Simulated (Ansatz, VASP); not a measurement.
Two plane-wave programs on SrO

```
CELL_PARAMETERS angstrom
3.54005 0.00000 0.00000
-1.77003 3.06577 0.00000
0.00000 0.00000 6.19441
ATOMIC_POSITIONS crystal
Sr 0.33333 0.66667 0.25000
Sr 0.66667 0.33333 0.75000
O 0.00000 0.00000 0.00000
O 0.00000 0.00000 0.50000
```

Alike in both runs: functional PBE; dispersion D3(BJ); k mesh 9 × 9 × 4; occupations gaussian, width 0.02 eV; no spin polarisation.

Ansatz relaxed the structure, and its values are those at the end. VASP's run is a single point on that final structure, the one shown.

|  | VASP | Ansatz |
| --- | --- | --- |
| version | VASP 6.6.1 | Ansatz 0.2.0 |
| potentials or method | VASP PAW PBE potentials, release 64 (Sr_sv, O), cutoff 520 eV | scalar-relativistic, plane waves, PAW |
| valence electrons in the cell | 32 | 32 |

```tsv
	VASP	Ansatz	Ansatz less VASP
gap on the k mesh at the Fermi level (eV)	3.09	3.13	+0.037
least direct gap on the mesh (eV)	3.14	3.15	+0.004
pressure (GPa)	0.6	0.0	-0.60
```
